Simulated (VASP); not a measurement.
# Cu (Fm-3m) in VASP: notebook

Cu is run at these levels: PBEsol; tasks: single point.

Everything below comes from runs of VASP 6.6.1. Logs are shortened: lines on timing, memory, paths and dates and some standing lists are left out, and cuts for length are marked.

## (1) The cell of the first run

Symmetry: Fm-3m, No. 225, cubic system. Conventional cell: a = 2.731 Å, b = 2.731 Å, c = 2.731 Å, α = 90.00°, β = 90.00°, γ = 90.00°. Within 2.6 Å of Cu (site symmetry m-3m) lie 12 Cu at 1.93 Å.

## (2) Single point, PBEsol (volume scaled by 0.45)

Contents of INCAR:

```
SYSTEM = Cu
ALGO     = Normal         ! electronic algorithm
EDIFF    = 1E-7           ! SCF threshold, eV
ENCUT    = 520            ! plane-wave cutoff, eV
GGA      = PS             ! functional
ISIF     = 2              ! what is computed and relaxed
ISMEAR   = -1             ! smearing method
LASPH    = .True.         ! aspherical terms in the spheres
LCHARG   = .False.        ! write CHGCAR
LREAL    = .False.        ! projectors in reciprocal space
LWAVE    = .False.        ! write WAVECAR
NBANDS   = 12             ! bands
NELM     = 60             ! most SCF steps
PREC     = Accurate       ! precision mode
SIGMA    = 0.1            ! smearing width, eV
```

Contents of KPOINTS:

```
k-points
0
Gamma
  18 18 18
  0 0 0
```

Contents of POSCAR:

```
Cu
1.0
    0.0000000000      1.3654909794      1.3654909794
    1.3654909794      0.0000000000      1.3654909794
    1.3654909794      1.3654909794      0.0000000000
Cu
1
Direct
    0.0000000000      0.0000000000      0.0000000000
```

Potentials or basis: VASP PAW PBE potentials, release 64 (Cu).

Launch:

```
> cat potpaw_PBE.64/Cu/POTCAR > POTCAR
> mpirun -np 1 vasp_std > vasp.out
```

OUTCAR:

```text
SYSTEM = Cu
   EDIFF = 1E-7
   ENCUT = 520
   GGA = PS
   ISIF = 2
   ISMEAR = -1
   LASPH = .True.
   LREAL = .False.
   NELM = 60
   PREC = Accurate

 ion  position               nearest neighbor table
   1  0.000  0.000  0.000-

  LATTYP: Found a face centered cubic cell.
 ALAT       =     2.7309819588

  Lattice vectors:

 A1 = (   0.0000000000,   1.3654909794,   1.3654909794)
 A2 = (   1.3654909794,   0.0000000000,   1.3654909794)
 A3 = (   1.3654909794,   1.3654909794,   0.0000000000)

Analysis of symmetry for initial positions (statically):
[... 5 lines left out ...]
 face centered cubic supercell.

 Subroutine GETGRP returns: Found 48 space group operations
 (whereof 48 operations were pure point group operations)
 out of a pool of 48 trial point group operations.

The static configuration has the point symmetry O_h .

Analysis of symmetry for dynamics (positions and initial velocities):
[... 5 lines left out ...]
 face centered cubic supercell.

 Subroutine GETGRP returns: Found 48 space group operations
 (whereof 48 operations were pure point group operations)
 out of a pool of 48 trial point group operations.

The dynamic configuration has the point symmetry O_h .

 Subroutine INISYM returns: Found 48 space group operations
 (whereof 48 operations are pure point group operations),
 and found     1 'primitive' translations

----------------------------------------------------------------------------------------

                                     Primitive cell

  volume of cell :       5.0921

  direct lattice vectors                    reciprocal lattice vectors
     0.000000000  1.365490979  1.365490979    -0.366168658  0.366168658  0.366168658
     1.365490979  0.000000000  1.365490979     0.366168658 -0.366168658  0.366168658
     1.365490979  1.365490979  0.000000000     0.366168658  0.366168658 -0.366168658

  length of vectors
     1.931095862  1.931095862  1.931095862     0.634222721  0.634222721  0.634222721

  position of ions in fractional coordinates (direct lattice)
     0.000000000  0.000000000  0.000000000

  ion indices of the primitive-cell ions
   primitive index   ion index
                 1           1

----------------------------------------------------------------------------------------

 KPOINTS: k-points

Automatic generation of k-mesh.
 Grid dimensions read from file:
 generate k-points for:   18   18   18

 Generating k-lattice:

  Cartesian coordinates                     Fractional coordinates (reciprocal lattice)
    -0.020342703  0.020342703  0.020342703     0.055555556  0.000000000  0.000000000
     0.020342703 -0.020342703  0.020342703     0.000000000  0.055555556  0.000000000
     0.020342703  0.020342703 -0.020342703     0.000000000  0.000000000  0.055555556

  Length of vectors
     0.035234596  0.035234596  0.035234596

  Shift w.r.t. Gamma in fractional coordinates (k-lattice)
     0.000000000  0.000000000  0.000000000

 Subroutine IBZKPT returns following result:
 ===========================================

 Found    195 irreducible k-points:

 Following reciprocal coordinates:
            Coordinates               Weight
  0.000000  0.000000  0.000000      1.000000
  0.055556  0.000000  0.000000      8.000000
  0.111111  0.000000  0.000000      8.000000
  0.166667  0.000000  0.000000      8.000000
  0.222222  0.000000  0.000000      8.000000
  0.277778  0.000000  0.000000      8.000000
[... 16 lines left out ...]
 -0.277778  0.055556  0.000000     24.000000
 -0.222222  0.055556  0.000000     24.000000
 [... further k-points ...]
   k-points           NKPTS =    195   k-points in BZ     NKDIM =    195   number of bands    NBANDS=     12
   number of dos      NEDOS =    301   number of ions     NIONS =      1
   total plane-waves  NPLWV =   2744
   dimension x,y,z NGX =    14 NGY =   14 NGZ =   14
   dimension x,y,z NGXF=    28 NGYF=   28 NGZF=   28
   ions per type =               1
   NGX,Y,Z   is equivalent  to a cutoff of  12.05, 12.05, 12.05 a.u.
   NGXF,Y,Z  is equivalent  to a cutoff of  24.10, 24.10, 24.10 a.u.
 SYSTEM =  Cu
   PREC   = accura    normal or accurate (medium, high low for compatibility)
   ISTART =      0    job   : 0-new  1-cont  2-samecut
   ICHARG =      2    charge: 1-file 2-atom 10-const
   ISPIN  =      1    spin polarized calculation?
   LNONCOLLINEAR =      F non collinear calculations
   LSORBIT =      F    spin-orbit coupling
   LASPH  =      T    aspherical Exc in radial PAW
   ENCUT  =  520.0 eV  38.22 Ry    6.18 a.u.   3.59  3.59  3.59*2*pi/ulx,y,z
   NELM   =     60;   NELMIN=  2; NELMDL= -5     # of ELM steps
   EDIFF  = 0.1E-06   stopping-criterion for ELM
   LREAL  =      F    real-space projection
   EDIFFG = 0.1E-05   stopping-criterion for IOM
   NSW    =      0    number of steps for IOM
   IBRION =     -1    ionic relax: 0-MD 1-quasi-New 2-CG
   NFREE  =      0    steps in history (QN), initial steepest desc. (CG)
   ISIF   =      2    stress and relaxation
   ISYM   =      2    0-nonsym 1-usesym 2-fastsym
   POTIM  = 0.5000    time-step for ionic-motion
   TEBEG  =    0.0;   TEEND  =   0.0 temperature during run
   PSTRESS=    0.0 pullay stress
   NELECT =      11.0000    total number of electrons
   NUPDOWN=      -1.0000    fix difference up-down
   EMIN   =  10.00;   EMAX   =-10.00  energy-range for DOS
   EFERMI =   0.00;   METHOD = LEGACY
   ISMEAR =    -1;   SIGMA  =   0.10  broadening in eV -4-tet -1-fermi 0-gaus
   EFERMI_NEDOS =   21; number of points for ismear=-14 and -15
   IALGO  =     38    algorithm
   IMIX   =      4    mixing-type and parameters
     AMIX     =   0.40;   BMIX     =  1.00
     AMIX_MAG =   1.60;   BMIX_MAG =  1.00
  volume/ion in A,a.u.               =       5.09        34.36
  Fermi-wavevector in a.u.,A,eV,Ry     =   2.116282  3.999193 60.935732  4.478650
  Thomas-Fermi vector in A             =   3.101992
   LORBIT       =      0    0 simple, 1 ext, 2 COOP (PROOUT), +10 PAW based schemes
   GGA     = PS    functional components
   LHFCALC =     F    Hartree Fock is set to
   AEXX    =    0.0000 exact exchange contribution
   IVDW    =     0    specifies the selected vdW correction
   LEPSILON=     F    determine dielectric tensor
   LRPA    =     F    only Hartree local field effects (RPA)
 non-spin polarized calculation
  energy-cutoff  :      520.00
  volume of cell :        5.09
 maximum number of plane-waves:       144
   NGX =  7   NGY =  7   NGZ =  7

 number of electron      10.9999994 magnetization

 Free energy of the ion-electron system (eV)
  ---------------------------------------------------
  ext. energy  EPLUGINS =         0.00000000
  ---------------------------------------------------
  free energy    TOTEN  =         4.28179394 eV

  energy without entropy =        4.28677660  energy(sigma->0) =        4.28428527

 E-fermi :  25.2619     XC(G=0): -18.6785

 val. band max:       25.2450746603   @ k =  -0.2222   0.2778   0.0556
 cond. band min:      25.3345412093   @ k =  -0.2222   0.2778   0.1111
 fundamental gap:      0.0894665490
 Fermi energy:        25.2618628655

 k-point     1 :       0.0000    0.0000    0.0000
  band No.  band energies     occupation
      1       6.5048      2.00000
      2      16.4753      2.00000
      3      16.4753      2.00000
      4      16.4753      2.00000
      5      19.5109      2.00000
      6      19.5109      2.00000
      7      51.5288      0.00000
      8      61.9270      0.00000
      9      61.9270      0.00000
     10      61.9270      0.00000
     11      70.5080      0.00000
     12      71.3189      0.00000

 k-point     2 :       0.0556    0.0000    0.0000
  band No.  band energies     occupation
      1       6.7231      2.00000
      2      16.3746      2.00000
      3      16.5484      2.00000
      4      16.5484      2.00000
      5      19.4693      2.00000
      6      19.4693      2.00000
      7      51.6059      0.00000
      8      60.0070      0.00000
      9      62.0016      0.00000
     10      62.0016      0.00000
     11      70.6496      0.00000
     12      71.3259      0.00000

 k-point     3 :       0.1111    0.0000    0.0000
  band No.  band energies     occupation
      1       7.3560      2.00000
      2      16.1093      2.00000
      3      16.7381      2.00000
      4      16.7381      2.00000
      5      19.3778      2.00000
      6      19.3778      2.00000
      7      51.5883      0.00000
      8      56.7318      0.00000
      9      62.1995      0.00000
     10      62.1995      0.00000
     11      69.8625      0.00000
     12      71.2376      0.00000

 k-point     4 :       0.1667    0.0000    0.0000
  band No.  band energies     occupation
      1       8.3271      2.00000
      2      15.7894      2.00000
      3      16.9454      2.00000
      4      16.9454      2.00000
      5      19.3432      2.00000
      6      19.3432      2.00000
      7      50.4211      0.00000
      8      54.3430      0.00000
      9      62.4541      0.00000
     10      62.4541      0.00000
     11      69.3119      0.00000
     12      70.7612      0.00000

 k-point     5 :       0.2222    0.0000    0.0000
  band No.  band energies     occupation
      1       9.4687      2.00000
      2      15.6122      2.00000
      3      17.0192      2.00000
      4      17.0192      2.00000
      5      19.5188      2.00000
      6      19.5188      2.00000
      7      47.5580      0.00000
      8      53.3363      0.00000
      9      62.6816      0.00000
     10      62.6816      0.00000
     11      69.6323      0.00000
     12      69.6910      0.00000
[... 228 lines left out ...]
      1      11.2668      2.00000
      2      16.2707      2.00000
      3      16.4951      2.00000
      4      18.3422      2.00000
      5      20.9623      2.00000
      6      22.1350      2.00000
      7      37.3935      0.00000
      8      50.2367      0.00000
      9      59.6993      0.00000
     10      62.6112      0.00000
     11      65.9690      0.00000
     12      67.3584      0.00000

 k-point    22 :      -0.3333    0.0556    0.0000
  band No.  band energies     occupation
      1      11.2294      2.00000
      2      16.5040      2.00000
      3      16.6908      2.00000
      4      17.0212      2.00000
      5      20.3682      2.00000
      6      21.4419      2.00000
      7      40.1058      0.00000
      8      50.9450      0.00000
      9      59.9773      0.00000
     10      64.4455      0.00000
     11      65.6004      0.00000
     12      67.4685      0.00000

 k-point    23 :      -0.2778    0.0556    0.0000
  band No.  band energies     occupation
      1      10.8683      2.00000
      2      15.9172      2.00000
      3      16.7667      2.00000
      4      16.9299      2.00000
      5      19.7286      2.00000
      6      20.7578      2.00000
      7      43.2544      0.00000
      8      51.8078      0.00000
      9      60.4556      0.00000
     10      65.1240      0.00000
     11      66.6537      0.00000
     12      67.2123      0.00000

 k-point    24 :      -0.2222    0.0556    0.0000
  band No.  band energies     occupation
      1      10.0041      2.00000
      2      15.4728      2.00000
      3      16.9755      2.00000
      4      17.1125      2.00000
      5      19.2060      2.00000
      6      20.1613      2.00000
      7      46.5699      0.00000
      8      52.6430      0.00000
      9      60.8635      0.00000
     10      64.6628      0.00000
     11      66.8207      0.00000
     12      68.7858      0.00000

 [... further k-points ...]
[... 5 lines left out ...]
  --------------------------------------------------------------------------------------
  -------------------------------------------------------------------------------------
  Total       30.5525191     30.5525191     30.5525191     -0.0000000      0.0000000      0.0000000
  in kB     9613.0478703   9613.0478703   9613.0478703     -0.0000000      0.0000000      0.0000000
  external PRESSURE =    9613.0478703 kB  Pullay stress =       0.0000000 kB

 VOLUME and BASIS-vectors are now :
 -----------------------------------------------------------------------------
  energy-cutoff  :      520.00
  volume of cell :        5.09
      direct lattice vectors                 reciprocal lattice vectors
     0.000000000  1.365490979  1.365490979    -0.366168658  0.366168658  0.366168658
     1.365490979  0.000000000  1.365490979     0.366168658 -0.366168658  0.366168658
     1.365490979  1.365490979  0.000000000     0.366168658  0.366168658 -0.366168658

 POSITION                                       TOTAL-FORCE (eV/Angst)
 -----------------------------------------------------------------------------------
      0.00000      0.00000      0.00000         0.000000     -0.000000      0.000000
 -----------------------------------------------------------------------------------
    total drift:                               -0.000000     -0.000000     -0.000000

  FREE ENERGIE OF THE ION-ELECTRON SYSTEM (eV)
  ---------------------------------------------------
  free  energy   TOTEN  =         4.2817939430 eV

  energy  without entropy=        4.2867765988  energy(sigma->0) =        4.28428527
```

It took 4.2 s on 1 thread of Intel Xeon 6975P-C, shared host; peak memory 0.12 GiB.

The run converged, but its numbers aren't listed here, since they failed a check.

Caveat: the PAW data sets were made with another functional, which shifts forces and pressure a little.

## (3) Single point, PBEsol (volume scaled by 0.45)

Contents of INCAR:

```
  PREC = Accurate
  ENCUT = 520
  EDIFF = 1E-6
  ISMEAR = -1
  SIGMA = 0.1
  LREAL = False
  LASPH = True
  NELM = 60
  ALGO = Normal
  ISIF = 2
  LWAVE = False
  LCHARG = True
  GGA = PS
  LELF = True
  LVHAR = True
  NBANDS = 12
```

Contents of KPOINTS:

```
Automatic mesh
0
Gamma
  18 18 18
```

POSCAR is that of step 2.

Potentials or basis: VASP PAW PBE potentials, release 64 (Cu).

Launch:

```
> cat potpaw_PBE.64/Cu/POTCAR > POTCAR
> mpirun -np 1 vasp_std > vasp.out
```

It took 4 s on 1 thread of Intel Xeon 6975P-C, shared host; peak memory 0.12 GiB.

The run converged, but its numbers aren't listed here, since they failed a check.

Caveat: the PAW data sets were made with another functional, which shifts forces and pressure a little.

## (4) Single point, PBEsol (volume scaled by 0.55)

Contents of INCAR:

```
SYSTEM = Cu
ALGO = Normal ; EDIFF = 1E-6
ENCUT = 520 ; GGA = PS
ISIF = 2 ; ISMEAR = -1
LASPH = .True. ; LCHARG = .False.
LREAL = .False. ; LWAVE = .False.
NBANDS = 12 ; NELM = 60
PREC = Accurate ; SIGMA = 0.1
```

Contents of KPOINTS:

```
k-points
0
Gamma
  18 18 18
  0 0 0
```

Contents of POSCAR:

```
Cu
1.0
    0.0000000000      1.4599530646      1.4599530646
    1.4599530646      0.0000000000      1.4599530646
    1.4599530646      1.4599530646      0.0000000000
Cu
1
Direct
    0.0000000000      0.0000000000      0.0000000000
```

Launch:

```
> cat potpaw_PBE.64/Cu/POTCAR > POTCAR
> mpirun -np 1 vasp_std > vasp.out
```

It took 4.5 s on 1 thread of Intel Xeon 6975P-C, shared host; peak memory 0.12 GiB.

Results (log left out):

- Free energy: -0.3940 eV
- Pressure: 439.3 GPa

Levels at points of the mesh, in eV from the Fermi level:
```tsv
k point	band 3	band 4	band 5	band 6	band 7	band 8	band 9	band 10
(0.00, 0.00, 0.00)	-6.60	-6.60	-4.37	-4.37	26.32	34.59	34.59	34.59
(0.50, 0.00, 0.00)	-6.74	-3.69	-2.86	-2.86	8.03	24.61	33.05	33.05
(0.50, 0.50, 0.00)	-2.90	-2.47	-2.47	0.71	12.42	18.42	18.42	25.52
```

Caveat: the PAW data sets were made with another functional, which shifts forces and pressure a little.

## (5) Single point, PBEsol (volume scaled by 0.55)

Contents of INCAR:

```
ALGO = Normal ; EDIFF = 1E-6
ENCUT = 520 ; GGA = PS
ISIF = 2 ; ISMEAR = -1
LASPH = T ; LCHARG = F
LREAL = F ; LWAVE = F
NBANDS = 12 ; NELM = 100
PREC = Accurate ; SIGMA = 0.1
```

Contents of KPOINTS:

```
k-points
0
Gamma
  18 18 18
```

POSCAR is that of step 4.

Launch:

```
> cat potpaw_PBE.64/Cu/POTCAR > POTCAR
> mpirun -np 1 vasp_std > vasp.out
```

Wall time 4.8 s (1 thread of Intel Xeon 6975P-C, shared host); peak memory 0.12 GiB.

Results (log left out):

| Quantity | Value |
| --- | --- |
| Free energy | -0.3940 eV |
| Pressure | 439.3 GPa |

Levels at points of the mesh, in eV from the Fermi level:
| k point | band 3 | band 4 | band 5 | band 6 | band 7 | band 8 | band 9 | band 10 |
| --- | --- | --- | --- | --- | --- | --- | --- | --- |
| (0.00, 0.00, 0.00) | -6.60 | -6.60 | -4.37 | -4.37 | 26.32 | 34.59 | 34.59 | 34.59 |
| (0.50, 0.00, 0.00) | -6.74 | -3.69 | -2.86 | -2.86 | 8.03 | 24.61 | 33.05 | 33.05 |
| (0.50, 0.50, 0.00) | -2.90 | -2.47 | -2.47 | 0.71 | 12.42 | 18.42 | 18.42 | 25.52 |

Caveat: the PAW data sets were made with another functional, which shifts forces and pressure a little.

## (6) Single point, PBEsol (volume scaled by 0.64)

Contents of INCAR:

```
PREC = Accurate
ENCUT = 520
EDIFF = 1E-7
ISMEAR = -1
SIGMA = 0.1
LREAL = F
LASPH = T
NELM = 60
ALGO = Normal
ISIF = 2
LWAVE = F
LCHARG = T
GGA = PS
LELF = T
LVHAR = T
NBANDS = 12
```

Contents of KPOINTS:

```
Automatic mesh
0
Gamma
  18 18 18
```

Contents of POSCAR:

```
Cu
1.0
    0.0000000000      1.5355995949      1.5355995949
    1.5355995949      0.0000000000      1.5355995949
    1.5355995949      1.5355995949      0.0000000000
Cu
1
Direct
    0.0000000000      0.0000000000      0.0000000000
```

Potentials or basis: VASP PAW PBE potentials, release 64 (Cu).

Launch:

```
> cat potpaw_PBE.64/Cu/POTCAR > POTCAR
> mpirun -np 1 vasp_std > vasp.out
```

Wall time 5.5 s (1 thread of Intel Xeon 6975P-C, shared host); peak memory 0.12 GiB.

The run converged. Its results:

```yaml
Free_energy: -2.4360 eV
Pressure: 226.8 GPa
```

Levels at points of the mesh, in eV from the Fermi level:
```
           k point  band 2  band 3  band 4  band 5  band 6  band 7  band 8  band 9  band 10  band 11
(0.00, 0.00, 0.00)   -5.37   -5.37   -5.37   -3.61   -3.61   25.84   32.64   32.64    32.64    37.09
(0.50, 0.00, 0.00)   -5.47   -5.47   -2.91   -2.41   -2.41    6.80   24.14   30.35    30.35    33.03
(0.50, 0.50, 0.00)   -8.32   -2.44   -2.10   -2.10    0.93   11.01   17.11   17.11    23.36    30.15
```

Caveat: the PAW data sets were made with another functional, which shifts forces and pressure a little.
